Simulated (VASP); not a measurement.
ZnO (zincite):

```xyz
4
Lattice="3.2493 0.0000 0.0000 -1.6247 2.8140 0.0000 0.0000 0.0000 5.2057" Properties=species:S:1:pos:R:3 pbc="T T T"
Zn    0.0000    1.8760    2.5981
Zn    1.6247    0.9380   -0.0048
O     1.6247    0.9380    1.9778
O     0.0000    1.8760    4.5806
```

Base run:

| Quantity | Value |
| --- | --- |
| Program | VASP 6.6.1 |
| Functional | r2SCAN |
| Potentials or basis | VASP PAW PBE potentials, release 64 (Zn, O) |
| Cutoff | 580 eV |
| k mesh | 8 × 8 × 5 |
| Occupations | fermi-dirac, width 0.02 eV |
| Spin | no spin polarisation |

Its results: band gap on the k mesh 1.23 eV, direct; pressure -0.4 GPa.

Task: The run is repeated on the same cell with these changes: functional from r2SCAN to PBEsol; cutoff from 580 eV to 520 eV. What comes out?

Result: Band gap on the k mesh 0.68 eV, direct; pressure -0.5 GPa.

r2SCAN gives the wider gap, since meta-GGAs in the generalised Kohn-Sham scheme recover part of the derivative discontinuity.

Caveats: the PAW data sets were made with another functional, which shifts forces and pressure a little.

